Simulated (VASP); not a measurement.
A run of VASP 6.6.1:

File INCAR:

```
PREC = Accurate
ENCUT = 520
EDIFF = 1E-6
ISMEAR = 0
SIGMA = 0.1
LREAL = False
LASPH = True
NELM = 100
ALGO = Normal
ISIF = 2
LWAVE = False
LCHARG = False
GGA = PE
NBANDS = 45
```

The input KPOINTS:

```
regular mesh
0
Gamma
  4 4 4
```

The input POSCAR:

```
Ta2Ru
1.0
    5.3625663227      0.0000000000      0.0000000000
    0.0000000000      5.3625663227      0.0000000000
    0.0000000000      0.0000000000      5.3625663227
Ta Ru
4 2
Direct
    0.2500000000      0.2500000000      0.2500000000
    0.7500000000      0.7500000000      0.2500000000
    0.2500000000      0.7500000000      0.7500000000
    0.7500000000      0.2500000000      0.7500000000
    0.0000000000      0.0000000000      0.0000000000
    0.5000000000      0.5000000000      0.5000000000
```

Potentials or basis: VASP PAW PBE potentials, release 64 (Ta_pv, Ru_pv).

Command:

```bash
$ cat potpaw_PBE.64/Ta_pv/POTCAR potpaw_PBE.64/Ru_pv/POTCAR > POTCAR
$ mpirun -np 1 vasp_std > vasp.out
```

Hardware: 1 thread of Intel(R) Xeon(R) 6975P-C (Granite Rapids) (shared host).

**Question.** Estimate the wall time of this run.

**Answer.** It took 30 s on 1 thread of Intel(R) Xeon(R) 6975P-C (Granite Rapids), with other jobs on the host, peak memory 0.26 GiB. Counts: scf iterations 14, k points 10.
